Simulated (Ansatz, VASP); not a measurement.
# Two plane-wave programs on INO

The input INCAR:

```
SYSTEM = INO
ALGO     = Normal         ! electronic algorithm
EDIFF    = 1E-7           ! SCF threshold, eV
ENCUT    = 520            ! plane-wave cutoff, eV
GGA      = PE             ! functional
ISIF     = 2              ! what is computed and relaxed
ISMEAR   = 0              ! smearing method
LASPH    = .TRUE.         ! aspherical terms in the spheres
LCHARG   = .FALSE.        ! write CHGCAR
LREAL    = .FALSE.        ! projectors in reciprocal space
LWAVE    = .FALSE.        ! write WAVECAR
NBANDS   = 27             ! bands
NELM     = 80             ! most SCF steps
PREC     = Accurate       ! precision mode
SIGMA    = 0.0913         ! smearing width, eV
```

KPOINTS

```
k-points
0
G
  9 9 4
  0 0 0
```

POSCAR

```
INO
1.0
    3.6308180000      0.0000000000      0.0000000000
    0.0000000000      3.6308180000      0.0000000000
    0.0000000000      0.0000000000      8.3316010000
I N O
2 2 2
Direct
    0.2500000000      0.2500000000      0.6490000000
    0.7500000000      0.7500000000      0.3510000000
    0.2500000000      0.2500000000      0.2060000000
    0.7500000000      0.7500000000      0.7940000000
    0.7500000000      0.2500000000      0.0000000000
    0.2500000000      0.7500000000      0.0000000000
```

Input for Ansatz:

```yaml
crystal:
  lattice:
    - [3.630818, 0.0, 0.0]
    - [0.0, 3.630818, 0.0]
    - [0.0, 0.0, 8.331601]
  atoms:
    - { symbol: I, position: [0.25, 0.25, 0.649] }
    - { symbol: I, position: [0.75, 0.75, 0.351] }
    - { symbol: "N", position: [0.25, 0.25, 0.206] }
    - { symbol: "N", position: [0.75, 0.75, 0.794] }
    - { symbol: O, position: [0.75, 0.25, 0.0] }
    - { symbol: O, position: [0.25, 0.75, 0.0] }
  symmetry: { tolerance: 0.0003 }
kpoints:
  mp_grid: { grid: [9, 9, 4], shift: [0, 0, 0] }
  band_path:
    path:
      - [0.0, 0.0, 0.0]
      - [0.0, 0.5, 0.0]
      - [0.5, 0.5, 0.0]
      - [0.0, 0.0, 0.0]
      - [0.0, 0.0, 0.5]
      - [0.0, 0.5, 0.5]
      - [0.5, 0.5, 0.5]
      - [0.0, 0.0, 0.5]
      - [0.0, 0.5, 0.0]
      - [0.0, 0.5, 0.5]
      - [0.5, 0.5, 0.0]
    npoints: 6
magnetization:
  spin_polarized: false
scf:
  occupations: { method: gaussian, width: 0.0913 }
  lower_state_search: "off"
  max_iter: 200
hamiltonian:
  pseudopotentials: { kind: paw }
  xc: pbe
basis:
  ecutwfc: 420
  fft_grid_basis: typed
output:
  forces: true
  stress: true
  eigenvalues: true
  bader: true
  populations: true
  elf: true
  write_potential: true
  volumetric_format: npy
  dos:
    e_range: [-12, 8]
    de: 0.05
    projected: { site_lists: { I: [I], "N": ["N"], O: [O] } }
checkpoint:
  read: saved_state
```

Alike in both runs: task single point; functional PBE; k mesh 9 × 9 × 4; occupations gaussian, width 0.0913 eV; no spin polarisation.

|  | VASP | Ansatz |
| --- | --- | --- |
| version | VASP 6.6.1 | Ansatz 0.2.0 |
| potentials or method | VASP PAW PBE potentials, release 64 (I, N, O), cutoff 520 eV | PAW plane waves |
| valence electrons in the cell | 36 | 56 |

```csv
,VASP,Ansatz,Ansatz less VASP
pressure (GPa),-12.1,-12.0,+0.11
"traceless stress, the component that is largest in VASP (GPa)",2.84,2.83,-0.009
rms of the force components (eV/Å),0.547,0.547,+0.0006
```

Atom by atom the forces differ by 0.001 eV/Å (rms over components). VASP's potentials hold 36 valence electrons a cell and Ansatz's 56, so a difference there can come from the potentials and not from the codes.

Spin-orbit coupling is off throughout.
